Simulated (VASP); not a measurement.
Wanted: the native input for a VASP 6.6.1 run.

```
Task                   : single point
Functional             : PBE
Potentials or basis    : VASP PAW PBE potentials, release 64 (Zn, Ag)
Cutoff                 : 520 eV
k mesh                 : 8 × 8 × 8
Occupations            : gaussian, width 0.1 eV
Spin                   : no spin polarisation
Dipole correction      : no
Further INCAR settings : ALGO = Normal; EDIFF = 1e-06; NBANDS = 36
```

The structure of Zn2Ag3 lies in POSCAR:

```
Zn2Ag3
1.0
    4.8565585723      0.0000000000      0.0000000000
    0.0000000000      4.8565585723      0.0000000000
    0.0000000000      0.0000000000      4.8565585723
Zn Ag
2 3
Direct
    0.5000000000      0.5000000000      0.5000000000
    0.0000000000      0.0000000000      0.0000000000
    0.0000000000      0.5000000000      0.5000000000
    0.5000000000      0.0000000000      0.5000000000
    0.5000000000      0.5000000000      0.0000000000
```

These files were run (other wordings do the same):

INCAR

```
ALGO = Normal ; EDIFF = 1E-6
ENCUT = 520 ; GGA = PE
ISIF = 2 ; ISMEAR = 0
LASPH = True ; LCHARG = False
LREAL = False ; LWAVE = False
NBANDS = 36 ; NELM = 100
PREC = Accurate ; SIGMA = 0.1
```

KPOINTS

```
k-points
0
Gamma
  8 8 8
```

Potentials or basis: VASP PAW PBE potentials, release 64 (Zn, Ag).

Run with:

```console
$ cat potpaw_PBE.64/Zn/POTCAR potpaw_PBE.64/Ag/POTCAR > POTCAR
$ mpirun -np 1 vasp_std > vasp.out
```

It gave:

```yaml
Pressure: 0.1 GPa
```

Wall time 49 s on 1 thread of AMD EPYC 9R45 96-Core Processor (Zen 5), on a shared host, peak memory 0.24 GiB.
